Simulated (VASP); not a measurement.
# Ta2N (P-1) in VASP: single point with PBE

Aim: the single point of Ta2N with PBE.

All numbers are computed with VASP 6.6.1; they aren't measurements. Logs are shortened: lines on timing, memory, paths and dates and some standing lists are left out, and cuts for length are marked.

### Step 1. The cell of the first run

The typed cell holds 3 atoms: a = 3.225 Å, b = 3.167 Å, c = 4.504 Å, α = 86.40°, β = 91.42°, γ = 124.80°.

### Step 2. Single point, PBE (strained and its atoms moved)

Input file INCAR:

```
SYSTEM = Ta2N
ALGO = Normal
EDIFF = 1E-7
ENCUT = 520
GGA = PE
ISIF = 2
ISMEAR = 0
LASPH = .True.
LCHARG = .False.
LREAL = .False.
LWAVE = .False.
NBANDS = 20
NELM = 60
PREC = Accurate
SIGMA = 0.1
```

Input file KPOINTS:

```
k-points
0
Gamma
  14 14 8
  0 0 0
```

Input file POSCAR:

```
Ta2N
1.0
    3.2226832599     -0.1159540911     -0.0360469362
   -1.7117608185      2.6628103596      0.0950160057
   -0.0563927588      0.1390826590      4.5011940363
Ta N
2 1
Direct
    0.6319394117      0.3413321268      0.7456170840
    0.3680605883      0.6586678732      0.2543829160
    0.0000000000      0.0000000000      0.0000000000
```

Potentials or basis: VASP PAW PBE potentials, release 64 (Ta_pv, N).

Run with:

```console
> cat potpaw_PBE.64/Ta_pv/POTCAR potpaw_PBE.64/N/POTCAR > POTCAR
> mpirun -np 1 vasp_std > vasp.out
```

OUTCAR:

```text
SYSTEM = Ta2N
   EDIFF = 1E-7
   ENCUT = 520
   GGA = PE
   ISIF = 2
   ISMEAR = 0
   LASPH = .True.
   LREAL = .False.
   NELM = 60
   PREC = Accurate

 ion  position               nearest neighbor table
   1  0.632  0.341  0.746-   3 2.02   3 2.12   3 2.27   2 2.69   2 2.83   2 2.89   2 2.95   2 2.97
                             2 3.03
   2  0.368  0.659  0.254-   3 2.02   3 2.12   3 2.27   1 2.69   1 2.83   1 2.89   1 2.95   1 2.97
                             1 3.03
   3  0.000  0.000  0.000-   1 2.02   2 2.02   1 2.12   2 2.12   1 2.27   2 2.27

  LATTYP: Found a triclinic cell.
 ALAT       =     3.1669720795
 B/A-ratio  =     0.9352460664
 C/A-ratio  =     1.4220824325
 COS(alpha) =     0.0400652347
 COS(beta)  =     0.0627190830
 COS(gamma) =     0.4478623648

  Lattice vectors:

 A1 = (   1.7117608185,  -2.6628103596,  -0.0950160057)
 A2 = (  -1.5109224414,  -2.5468562685,  -0.0589690695)
 A3 = (   0.0563927588,  -0.1390826590,  -4.5011940363)

Analysis of symmetry for initial positions (statically):
=====================================================================
 Subroutine PRICEL returns:
 Original cell was already a primitive cell.

 Routine SETGRP: Setting up the symmetry group for a
 triclinic supercell.

 Subroutine GETGRP returns: Found  2 space group operations
 (whereof  2 operations were pure point group operations)
 out of a pool of  2 trial point group operations.

The static configuration has the point symmetry S_2 .

Analysis of symmetry for dynamics (positions and initial velocities):
=====================================================================
 Subroutine PRICEL returns:
 Original cell was already a primitive cell.

 Routine SETGRP: Setting up the symmetry group for a
 triclinic supercell.

 Subroutine GETGRP returns: Found  2 space group operations
 (whereof  2 operations were pure point group operations)
 out of a pool of  2 trial point group operations.

The dynamic configuration has the point symmetry S_2 .

 Subroutine INISYM returns: Found  2 space group operations
 (whereof  2 operations are pure point group operations),
 and found     1 'primitive' translations

----------------------------------------------------------------------------------------

                                     Primitive cell

  volume of cell :      37.6943

  direct lattice vectors                    reciprocal lattice vectors
     3.222683260 -0.115954091 -0.036046936     0.317623904  0.204264549 -0.002332263
    -1.711760818  2.662810360  0.095016006     0.013713435  0.384776731 -0.011717431
    -0.056392759  0.139082659  4.501194036     0.002254151 -0.006486465  0.222391940

  length of vectors
     3.224970097  3.166972079  4.503695358     0.377643204  0.385199285  0.222497933

  position of ions in fractional coordinates (direct lattice)
     0.631939412  0.341332127  0.745617084
     0.368060588  0.658667873  0.254382916
     0.000000000  0.000000000  0.000000000

  ion indices of the primitive-cell ions
   primitive index   ion index
                 1           1
                 2           2
                 3           3

----------------------------------------------------------------------------------------

 KPOINTS: k-points

Automatic generation of k-mesh.
 Grid dimensions read from file:
 generate k-points for:   14   14    8

 Generating k-lattice:

  Cartesian coordinates                     Fractional coordinates (reciprocal lattice)
     0.022687422  0.014590325 -0.000166590     0.071428571 -0.000000000  0.000000000
     0.000979531  0.027484052 -0.000836959    -0.000000000  0.071428571  0.000000000
     0.000281769 -0.000810808  0.027798992     0.000000000  0.000000000  0.125000000

  Length of vectors
     0.026974515  0.027514235  0.027812242

  Shift w.r.t. Gamma in fractional coordinates (k-lattice)
     0.000000000  0.000000000  0.000000000

 Subroutine IBZKPT returns following result:
 ===========================================

 Found    788 irreducible k-points:

 Following reciprocal coordinates:
            Coordinates               Weight
  0.000000  0.000000  0.000000      1.000000
  0.071429 -0.000000 -0.000000      2.000000
  0.142857 -0.000000 -0.000000      2.000000
  0.214286  0.000000 -0.000000      2.000000
  0.285714 -0.000000 -0.000000      2.000000
  0.357143 -0.000000 -0.000000      2.000000
[... 16 lines left out ...]
  0.000000  0.142857 -0.000000      2.000000
  0.071429  0.142857 -0.000000      2.000000
 [... further k-points ...]
   k-points           NKPTS =    788   k-points in BZ     NKDIM =    788   number of bands    NBANDS=     20
   number of dos      NEDOS =    301   number of ions     NIONS =      3
   total plane-waves  NPLWV =  20736
   dimension x,y,z NGX =    24 NGY =   24 NGZ =   36
   dimension x,y,z NGXF=    48 NGYF=   48 NGZF=   72
   ions per type =               2   1
   NGX,Y,Z   is equivalent  to a cutoff of  12.37, 12.60, 13.29 a.u.
   NGXF,Y,Z  is equivalent  to a cutoff of  24.74, 25.20, 26.58 a.u.
 SYSTEM =  Ta2N
   PREC   = accura    normal or accurate (medium, high low for compatibility)
   ISTART =      0    job   : 0-new  1-cont  2-samecut
   ICHARG =      2    charge: 1-file 2-atom 10-const
   ISPIN  =      1    spin polarized calculation?
   LNONCOLLINEAR =      F non collinear calculations
   LSORBIT =      F    spin-orbit coupling
   LASPH  =      T    aspherical Exc in radial PAW
   ENCUT  =  520.0 eV  38.22 Ry    6.18 a.u.   6.00  5.89  8.37*2*pi/ulx,y,z
   NELM   =     60;   NELMIN=  2; NELMDL= -5     # of ELM steps
   EDIFF  = 0.1E-06   stopping-criterion for ELM
   LREAL  =      F    real-space projection
   EDIFFG = 0.1E-05   stopping-criterion for IOM
   NSW    =      0    number of steps for IOM
   IBRION =     -1    ionic relax: 0-MD 1-quasi-New 2-CG
   NFREE  =      0    steps in history (QN), initial steepest desc. (CG)
   ISIF   =      2    stress and relaxation
   ISYM   =      2    0-nonsym 1-usesym 2-fastsym
   POTIM  = 0.5000    time-step for ionic-motion
   TEBEG  =    0.0;   TEEND  =   0.0 temperature during run
   PSTRESS=    0.0 pullay stress
   NELECT =      27.0000    total number of electrons
   NUPDOWN=      -1.0000    fix difference up-down
   EMIN   =  10.00;   EMAX   =-10.00  energy-range for DOS
   EFERMI =   0.00;   METHOD = LEGACY
   ISMEAR =     0;   SIGMA  =   0.10  broadening in eV -4-tet -1-fermi 0-gaus
   EFERMI_NEDOS =   21; number of points for ismear=-14 and -15
   IALGO  =     38    algorithm
   IMIX   =      4    mixing-type and parameters
     AMIX     =   0.40;   BMIX     =  1.00
     AMIX_MAG =   1.60;   BMIX_MAG =  1.00
  volume/ion in A,a.u.               =      12.56        84.79
  Fermi-wavevector in a.u.,A,eV,Ry     =   1.464775  2.768023 29.192186  2.145565
  Thomas-Fermi vector in A             =   2.580711
   LORBIT       =      0    0 simple, 1 ext, 2 COOP (PROOUT), +10 PAW based schemes
   GGA     = PE    functional components
   LHFCALC =     F    Hartree Fock is set to
   AEXX    =    0.0000 exact exchange contribution
   IVDW    =     0    specifies the selected vdW correction
   LEPSILON=     F    determine dielectric tensor
   LRPA    =     F    only Hartree local field effects (RPA)
 non-spin polarized calculation
 Gauss-broadening in eV      SIGMA  =   0.10
  energy-cutoff  :      520.00
  volume of cell :       37.69
 maximum number of plane-waves:      1034
   NGX = 11   NGY = 11   NGZ = 17

 number of electron      27.0000002 magnetization

 Free energy of the ion-electron system (eV)
  ---------------------------------------------------
  ext. energy  EPLUGINS =         0.00000000
  ---------------------------------------------------
  free energy    TOTEN  =       -33.63549022 eV

  energy without entropy =      -33.62994689  energy(sigma->0) =      -33.63271855

 E-fermi :   8.1766     XC(G=0): -13.2605

 val. band max:        8.1755321793   @ k =  -0.0000   0.3571   0.1250
 cond. band min:       8.1858374499   @ k =   0.0000   0.1429  -0.0000
 fundamental gap:      0.0103052707
 Fermi energy:         8.1765965100

 k-point     1 :       0.0000    0.0000    0.0000
  band No.  band energies     occupation
      1     -27.5495      2.00000
      2     -26.7518      2.00000
      3     -26.4575      2.00000
      4     -26.4369      2.00000
      5     -26.3507      2.00000
      6     -26.0411      2.00000
[... 12 lines left out ...]
     19      10.2026      0.00000
     20      14.0128      0.00000

 k-point     2 :       0.0714   -0.0000   -0.0000
  band No.  band energies     occupation
      1     -27.5324      2.00000
      2     -26.7589      2.00000
      3     -26.5222      2.00000
      4     -26.4426      2.00000
      5     -26.3651      2.00000
      6     -26.0472      2.00000
[... 12 lines left out ...]
     19      10.4147      0.00000
     20      14.2192      0.00000

 k-point     3 :       0.1429   -0.0000   -0.0000
  band No.  band energies     occupation
      1     -27.4834      2.00000
      2     -26.7818      2.00000
      3     -26.6551      2.00000
      4     -26.5232      2.00000
      5     -26.3832      2.00000
      6     -26.0652      2.00000
[... 12 lines left out ...]
     19      11.5646      0.00000
     20      14.4077      0.00000

 k-point     4 :       0.2143    0.0000   -0.0000
  band No.  band energies     occupation
      1     -27.4100      2.00000
      2     -26.8691      2.00000
      3     -26.7769      2.00000
      4     -26.6524      2.00000
      5     -26.4036      2.00000
      6     -26.0941      2.00000
[... 12 lines left out ...]
     19      12.8670      0.00000
     20      14.1688      0.00000

 k-point     5 :       0.2857   -0.0000   -0.0000
  band No.  band energies     occupation
      1     -27.3258      2.00000
      2     -27.0528      2.00000
      3     -26.8139      2.00000
      4     -26.7924      2.00000
      5     -26.4280      2.00000
      6     -26.1311      2.00000
[... 12 lines left out ...]
     19      13.6108      0.00000
     20      13.9006      0.00000
[... 353 lines left out ...]
      6     -26.0732      2.00000
[... 12 lines left out ...]
     19      11.0790      0.00000
     20      13.7790      0.00000

 k-point    22 :      -0.0714    0.0714   -0.0000
  band No.  band energies     occupation
      1     -27.5286      2.00000
      2     -26.7755      2.00000
      3     -26.4828      2.00000
      4     -26.4481      2.00000
      5     -26.3521      2.00000
      6     -26.0577      2.00000
[... 12 lines left out ...]
     19      10.5712      0.00000
     20      13.7996      0.00000

 k-point    23 :       0.0000    0.1429   -0.0000
  band No.  band energies     occupation
      1     -27.4700      2.00000
      2     -26.7928      2.00000
      3     -26.6232      2.00000
      4     -26.5129      2.00000
      5     -26.4176      2.00000
      6     -26.0903      2.00000
[... 12 lines left out ...]
     19      11.3945      0.00000
     20      14.0318      0.00000

 k-point    24 :       0.0714    0.1429   -0.0000
  band No.  band energies     occupation
      1     -27.4262      2.00000
      2     -26.8205      2.00000
      3     -26.7344      2.00000
      4     -26.6480      2.00000
      5     -26.4116      2.00000
      6     -26.1023      2.00000
[... 12 lines left out ...]
     19      12.5062      0.00000
     20      14.1760      0.00000

 [... further k-points ...]
[... 5 lines left out ...]
  --------------------------------------------------------------------------------------
  -------------------------------------------------------------------------------------
  Total        4.2623627      6.9429607     11.2245125      3.1303060     -2.2228162     -1.1068168
  in kB      181.1695875    295.1070589    477.0922662    133.0520858    -94.4796870    -47.0446942
  external PRESSURE =     317.7896375 kB  Pullay stress =       0.0000000 kB

 VOLUME and BASIS-vectors are now :
 -----------------------------------------------------------------------------
  energy-cutoff  :      520.00
  volume of cell :       37.69
      direct lattice vectors                 reciprocal lattice vectors
     3.222683260 -0.115954091 -0.036046936     0.317623904  0.204264549 -0.002332263
    -1.711760818  2.662810360  0.095016006     0.013713435  0.384776731 -0.011717431
    -0.056392759  0.139082659  4.501194036     0.002254151 -0.006486465  0.222391940

 POSITION                                       TOTAL-FORCE (eV/Angst)
 -----------------------------------------------------------------------------------
      1.41021      0.93933      3.36582         1.330420      0.330232     -0.345736
      0.04432      1.74661      1.19434        -1.330420     -0.330232      0.345736
      0.00000      0.00000      0.00000        -0.000000      0.000000     -0.000000
 -----------------------------------------------------------------------------------
    total drift:                                0.000000     -0.000000      0.000000

  FREE ENERGIE OF THE ION-ELECTRON SYSTEM (eV)
  ---------------------------------------------------
  free  energy   TOTEN  =       -33.6354902241 eV

  energy  without entropy=      -33.6299468851  energy(sigma->0) =      -33.63271855
```

It took 3.1 min on 1 thread of Intel Xeon 6975P-C (Granite Rapids), shared host; peak memory 0.59 GiB.

What came out:

```
Free energy   : -33.6355 eV
Pressure      : 31.8 GPa
Largest force : 1.414 eV/Å
```

Forces on the atoms (eV/Å):
```
Ta   1.330  0.330 -0.346
Ta  -1.330 -0.330  0.346
N    0.000  0.000  0.000
```

Stress tensor (GPa, compression positive):
```
18.12 13.31 -4.70
13.31 29.51 -9.45
-4.70 -9.45 47.71
```

Levels at points of the mesh, in eV from the Fermi level:
```csv
k point,band 11,band 12,band 13,band 14,band 15,band 16
"(0.00, 0.00, 0.00)",-4.74,-1.36,-1.28,0.31,0.42,0.97
"(0.50, 0.00, 0.00)",-5.02,-2.82,-1.33,1.13,2.71,3.10
"(0.00, 0.50, 0.00)",-4.79,-2.76,-0.91,1.49,3.25,3.46
"(0.50, 0.50, 0.00)",-4.69,-2.66,-2.01,1.59,2.66,3.50
"(0.00, 0.00, 0.50)",-2.55,-2.22,-2.09,-0.86,1.25,1.75
"(0.50, 0.00, 0.50)",-3.49,-2.04,-1.68,-0.34,0.80,2.12
"(0.00, 0.50, 0.50)",-3.21,-2.16,-1.85,0.53,0.69,2.55
"(0.50, 0.50, 0.50)",-3.27,-2.72,-2.25,0.48,1.22,3.08
```

Caveat: the cell differs from its parent crystal (strained and its atoms moved); spin-orbit coupling is left out, which moves the levels of the heavy elements; forces of over 1 eV/Å act on the atoms, so gaps and moduli don't describe the material at rest.
